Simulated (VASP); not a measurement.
# Hf (Im-3m) in VASP: a series of runs

Hf is run at these levels: PBEsol; tasks: single point.

Program: VASP 6.6.1. These are calculated values, not measurements. Logs are shortened: lines on timing, memory, paths and dates and some standing lists are left out, and cuts for length are marked.

## 1. The cell of the first run

Symmetry: Im-3m, No. 229, cubic system. The conventional cell has a = 3.429 Å, b = 3.429 Å, c = 3.429 Å, α = 90.00°, β = 90.00°, γ = 90.00°. Hf (site symmetry m-3m) has 14 Hf at 2.97 to 3.43 Å within 3.9 Å.

## 2. Single point, PBEsol (strain -0.050 along x and y, -0.050 along z)

INCAR

```
SYSTEM = Hf
PREC = Accurate
ENCUT = 520
EDIFF = 1E-6
ISMEAR = 0
SIGMA = 0.15
LREAL = .False.
LASPH = .True.
NELM = 100
ALGO = Fast
ISIF = 2
LWAVE = .False.
LCHARG = .True.
GGA = PS
LELF = .True.
LVHAR = .True.
NBANDS = 11
```

KPOINTS

```
regular mesh
0
Gamma
  18 18 18
  0 0 0
```

POSCAR

```
Hf
1.0
   -1.7147500000      1.7147500000      1.7147500000
    1.7147500000     -1.7147500000      1.7147500000
    1.7147500000      1.7147500000     -1.7147500000
Hf
1
Direct
    0.0000000000      0.0000000000      0.0000000000
```

Potentials or basis: VASP PAW PBE potentials, release 64 (Hf_pv).

On the command line:

```
> cat potpaw_PBE.64/Hf_pv/POTCAR > POTCAR
> mpirun -np 1 vasp_std > vasp.out
```

OUTCAR:

```text
SYSTEM = Hf
   PREC = Accurate
   ENCUT = 520
   EDIFF = 1E-6
   ISMEAR = 0
   LREAL = .False.
   LASPH = .True.
   NELM = 100
   ISIF = 2
   GGA = PS

 ion  position               nearest neighbor table
   1  0.000  0.000  0.000-

  LATTYP: Found a body centered cubic cell.
 ALAT       =     3.4295000000

  Lattice vectors:

 A1 = (  -1.7147500000,   1.7147500000,   1.7147500000)
 A2 = (   1.7147500000,  -1.7147500000,   1.7147500000)
 A3 = (   1.7147500000,   1.7147500000,  -1.7147500000)

Analysis of symmetry for initial positions (statically):
=====================================================================
 Subroutine PRICEL returns:
 Original cell was already a primitive cell.

 Routine SETGRP: Setting up the symmetry group for a
 body centered cubic supercell.

 Subroutine GETGRP returns: Found 48 space group operations
 (whereof 48 operations were pure point group operations)
 out of a pool of 48 trial point group operations.

The static configuration has the point symmetry O_h .

Analysis of symmetry for dynamics (positions and initial velocities):
=====================================================================
 Subroutine PRICEL returns:
 Original cell was already a primitive cell.

 Routine SETGRP: Setting up the symmetry group for a
 body centered cubic supercell.

 Subroutine GETGRP returns: Found 48 space group operations
 (whereof 48 operations were pure point group operations)
 out of a pool of 48 trial point group operations.

The dynamic configuration has the point symmetry O_h .

 Subroutine INISYM returns: Found 48 space group operations
 (whereof 48 operations are pure point group operations),
 and found     1 'primitive' translations

----------------------------------------------------------------------------------------

                                     Primitive cell

  volume of cell :      20.1680

  direct lattice vectors                    reciprocal lattice vectors
    -1.714750000  1.714750000  1.714750000     0.000000000  0.291587695  0.291587695
     1.714750000 -1.714750000  1.714750000     0.291587695  0.000000000  0.291587695
     1.714750000  1.714750000 -1.714750000     0.291587695  0.291587695  0.000000000

  length of vectors
     2.970034122  2.970034122  2.970034122     0.412367273  0.412367273  0.412367273

  position of ions in fractional coordinates (direct lattice)
     0.000000000  0.000000000  0.000000000

  ion indices of the primitive-cell ions
   primitive index   ion index
                 1           1

----------------------------------------------------------------------------------------

 KPOINTS: regular mesh

Automatic generation of k-mesh.
 Grid dimensions read from file:
 generate k-points for:   18   18   18

 Generating k-lattice:

  Cartesian coordinates                     Fractional coordinates (reciprocal lattice)
     0.000000000  0.016199316  0.016199316     0.055555556  0.000000000  0.000000000
     0.016199316  0.000000000  0.016199316     0.000000000  0.055555556  0.000000000
     0.016199316  0.016199316  0.000000000     0.000000000  0.000000000  0.055555556

  Length of vectors
     0.022909293  0.022909293  0.022909293

  Shift w.r.t. Gamma in fractional coordinates (k-lattice)
     0.000000000  0.000000000  0.000000000

 Subroutine IBZKPT returns following result:
 ===========================================

 Found    195 irreducible k-points:

 Following reciprocal coordinates:
            Coordinates               Weight
  0.000000  0.000000  0.000000      1.000000
  0.055556  0.000000  0.000000     12.000000
  0.111111  0.000000  0.000000     12.000000
  0.166667  0.000000  0.000000     12.000000
  0.222222  0.000000  0.000000     12.000000
  0.277778  0.000000  0.000000     12.000000
[... 16 lines left out ...]
  0.333333  0.111111  0.000000     48.000000
  0.388889  0.111111  0.000000     48.000000
 [... further k-points ...]
   k-points           NKPTS =    195   k-points in BZ     NKDIM =    195   number of bands    NBANDS=     11
   number of dos      NEDOS =    301   number of ions     NIONS =      1
   total plane-waves  NPLWV =  13824
   dimension x,y,z NGX =    24 NGY =   24 NGZ =   24
   dimension x,y,z NGXF=    48 NGYF=   48 NGZF=   48
   ions per type =               1
   NGX,Y,Z   is equivalent  to a cutoff of  13.43, 13.43, 13.43 a.u.
   NGXF,Y,Z  is equivalent  to a cutoff of  26.87, 26.87, 26.87 a.u.
 SYSTEM =  Hf
   PREC   = accura    normal or accurate (medium, high low for compatibility)
   ISTART =      0    job   : 0-new  1-cont  2-samecut
   ICHARG =      2    charge: 1-file 2-atom 10-const
   ISPIN  =      1    spin polarized calculation?
   LNONCOLLINEAR =      F non collinear calculations
   LSORBIT =      F    spin-orbit coupling
   LASPH  =      T    aspherical Exc in radial PAW
   ENCUT  =  520.0 eV  38.22 Ry    6.18 a.u.   5.52  5.52  5.52*2*pi/ulx,y,z
   NELM   =    100;   NELMIN=  2; NELMDL= -5     # of ELM steps
   EDIFF  = 0.1E-05   stopping-criterion for ELM
   LREAL  =      F    real-space projection
   EDIFFG = 0.1E-04   stopping-criterion for IOM
   NSW    =      0    number of steps for IOM
   IBRION =     -1    ionic relax: 0-MD 1-quasi-New 2-CG
   NFREE  =      0    steps in history (QN), initial steepest desc. (CG)
   ISIF   =      2    stress and relaxation
   ISYM   =      2    0-nonsym 1-usesym 2-fastsym
   POTIM  = 0.5000    time-step for ionic-motion
   TEBEG  =    0.0;   TEEND  =   0.0 temperature during run
   PSTRESS=    0.0 pullay stress
   NELECT =      10.0000    total number of electrons
   NUPDOWN=      -1.0000    fix difference up-down
   EMIN   =  10.00;   EMAX   =-10.00  energy-range for DOS
   EFERMI =   0.00;   METHOD = LEGACY
   ISMEAR =     0;   SIGMA  =   0.15  broadening in eV -4-tet -1-fermi 0-gaus
   EFERMI_NEDOS =   21; number of points for ismear=-14 and -15
   IALGO  =     68    algorithm
   IMIX   =      4    mixing-type and parameters
     AMIX     =   0.40;   BMIX     =  1.00
     AMIX_MAG =   1.60;   BMIX_MAG =  1.00
  volume/ion in A,a.u.               =      20.17       136.10
  Fermi-wavevector in a.u.,A,eV,Ry     =   1.295748  2.448609 22.843692  1.678964
  Thomas-Fermi vector in A             =   2.427248
   LORBIT       =      0    0 simple, 1 ext, 2 COOP (PROOUT), +10 PAW based schemes
   GGA     = PS    functional components
   LHFCALC =     F    Hartree Fock is set to
   AEXX    =    0.0000 exact exchange contribution
   IVDW    =     0    specifies the selected vdW correction
   LEPSILON=     F    determine dielectric tensor
   LRPA    =     F    only Hartree local field effects (RPA)
 non-spin polarized calculation
 RMM-DIIS sequential band-by-band and
 Gauss-broadening in eV      SIGMA  =   0.15
  energy-cutoff  :      520.00
  volume of cell :       20.17
 maximum number of plane-waves:       559
 NGX is ok and might be reduce to    24
   NGX = 11   NGY = 11   NGZ = 11

 number of electron      10.0000002 magnetization

 Free energy of the ion-electron system (eV)
  ---------------------------------------------------
  ext. energy  EPLUGINS =         0.00000000
  ---------------------------------------------------
  free energy    TOTEN  =       -10.32467428 eV

  energy without entropy =      -10.30557245  energy(sigma->0) =      -10.31512336

 E-fermi :   5.1126     XC(G=0): -11.8728

 val. band max:        5.1055692854   @ k =  -0.4444  -0.4444   0.1111
 cond. band min:       5.1187201241   @ k =   0.1667   0.1111   0.0556
 fundamental gap:      0.0131508386
 Fermi energy:         5.1126049736

 k-point     1 :       0.0000    0.0000    0.0000
  band No.  band energies     occupation
      1     -24.2402      2.00000
      2     -24.2402      2.00000
      3     -24.2402      2.00000
      4      -2.2363      2.00000
      5       6.7157      0.00000
      6       6.7157      0.00000
      7       6.7157      0.00000
      8       9.8216      0.00000
      9       9.8216      0.00000
     10      18.9581      0.00000
     11      18.9581      0.00000

 k-point     2 :       0.0556    0.0000    0.0000
  band No.  band energies     occupation
      1     -24.2786      2.00000
      2     -24.2517      2.00000
      3     -24.2404      2.00000
      4      -2.1058      2.00000
      5       6.6213      0.00000
      6       6.6818      0.00000
      7       6.8445      0.00000
      8       9.6584      0.00000
      9       9.8181      0.00000
     10      19.0898      0.00000
     11      19.1960      0.00000

 k-point     3 :       0.1111    0.0000    0.0000
  band No.  band energies     occupation
      1     -24.3877      2.00000
      2     -24.2848      2.00000
      3     -24.2412      2.00000
      4      -1.7270      2.00000
      5       6.3633      0.00000
      6       6.5428      0.00000
      7       7.2274      0.00000
      8       9.3325      0.00000
      9       9.8171      0.00000
     10      19.4298      0.00000
     11      19.8835      0.00000

 k-point     4 :       0.1667    0.0000    0.0000
  band No.  band energies     occupation
      1     -24.5510      2.00000
      2     -24.3351      2.00000
      3     -24.2423      2.00000
      4      -1.1402      2.00000
      5       6.0015      0.00000
      6       6.2410      0.00000
      7       7.8537      0.00000
      8       9.1343      0.00000
      9       9.8428      0.00000
     10      18.7560      0.00000
     11      19.7653      0.00000

 k-point     5 :       0.2222    0.0000    0.0000
  band No.  band energies     occupation
      1     -24.7455      2.00000
      2     -24.3960      2.00000
      3     -24.2438      2.00000
      4      -0.4177      2.00000
      5       5.6016      0.00000
      6       5.8419      0.00000
      7       8.7048      0.00000
      8       9.1775      0.00000
      9       9.9206      0.00000
     10      18.7527      0.00000
     11      19.6623      0.00000
[... 211 lines left out ...]
 k-point    21 :       0.2222    0.1111    0.0000
  band No.  band energies     occupation
      1     -24.9717      2.00000
      2     -24.4722      2.00000
      3     -24.2919      2.00000
      4       0.6522      2.00000
      5       5.1213      0.93453
      6       5.3341      0.03678
      7       8.9811      0.00000
      8      10.2316      0.00000
      9      10.4676      0.00000
     10      18.7172      0.00000
     11      19.0445      0.00000

 k-point    22 :       0.2778    0.1111   -0.0000
  band No.  band energies     occupation
      1     -25.1261      2.00000
      2     -24.5441      2.00000
      3     -24.2955      2.00000
      4       1.2776      2.00000
      5       4.8415      1.98941
      6       5.2656      0.14913
      7       9.2559      0.00000
      8      10.6031      0.00000
      9      11.4103      0.00000
     10      17.9351      0.00000
     11      19.3605      0.00000

 k-point    23 :       0.3333    0.1111    0.0000
  band No.  band energies     occupation
      1     -25.2484      2.00000
      2     -24.6031      2.00000
      3     -24.2981      2.00000
      4       1.6418      2.00000
      5       4.6426      1.99999
      6       5.5335      0.00007
      7       9.4986      0.00000
      8      10.7220      0.00000
      9      12.6088      0.00000
     10      17.0873      0.00000
     11      18.1323      0.00000

 k-point    24 :       0.3889    0.1111    0.0000
  band No.  band energies     occupation
      1     -25.3268      2.00000
      2     -24.6417      2.00000
      3     -24.2996      2.00000
      4       1.7730      2.00000
      5       4.5172      2.00000
      6       5.9776      0.00000
      7       9.5491      0.00000
      8      10.8933      0.00000
      9      13.6347      0.00000
     10      16.3908      0.00000
     11      17.2930      0.00000

 [... further k-points ...]
[... 5 lines left out ...]
  --------------------------------------------------------------------------------------
  -------------------------------------------------------------------------------------
  Total        0.7552931      0.7552931      0.7552931      0.0000000      0.0000000      0.0000000
  in kB       60.0017183     60.0017183     60.0017183      0.0000000      0.0000000      0.0000000
  external PRESSURE =      60.0017183 kB  Pullay stress =       0.0000000 kB

 VOLUME and BASIS-vectors are now :
 -----------------------------------------------------------------------------
  energy-cutoff  :      520.00
  volume of cell :       20.17
      direct lattice vectors                 reciprocal lattice vectors
    -1.714750000  1.714750000  1.714750000     0.000000000  0.291587695  0.291587695
     1.714750000 -1.714750000  1.714750000     0.291587695  0.000000000  0.291587695
     1.714750000  1.714750000 -1.714750000     0.291587695  0.291587695  0.000000000

 POSITION                                       TOTAL-FORCE (eV/Angst)
 -----------------------------------------------------------------------------------
      0.00000      0.00000      0.00000         0.000000     -0.000000     -0.000000
 -----------------------------------------------------------------------------------
    total drift:                                0.000000      0.000000      0.000000

  FREE ENERGIE OF THE ION-ELECTRON SYSTEM (eV)
  ---------------------------------------------------
  free  energy   TOTEN  =       -10.3246742762 eV

  energy  without entropy=      -10.3055724500  energy(sigma->0) =      -10.31512336
```

Wall time 18 s (1 thread of Intel Xeon 6975P-C (Granite Rapids), shared host); peak memory 0.16 GiB.

What came out:

- Free energy: -10.3247 eV
- Pressure: 6.0 GPa
- Band gap on the k mesh: zero (band 5 reaches 6.72 eV, above the bottom of band 6 at 4.38 eV)

Caveat: the cell differs from its parent crystal (strain -0.050 along x and y, -0.050 along z); the PAW data sets were made with another functional, which shifts forces and pressure a little; spin-orbit coupling is left out, which moves the levels of the heavy elements.

(Part 1 of 2 ends here.)
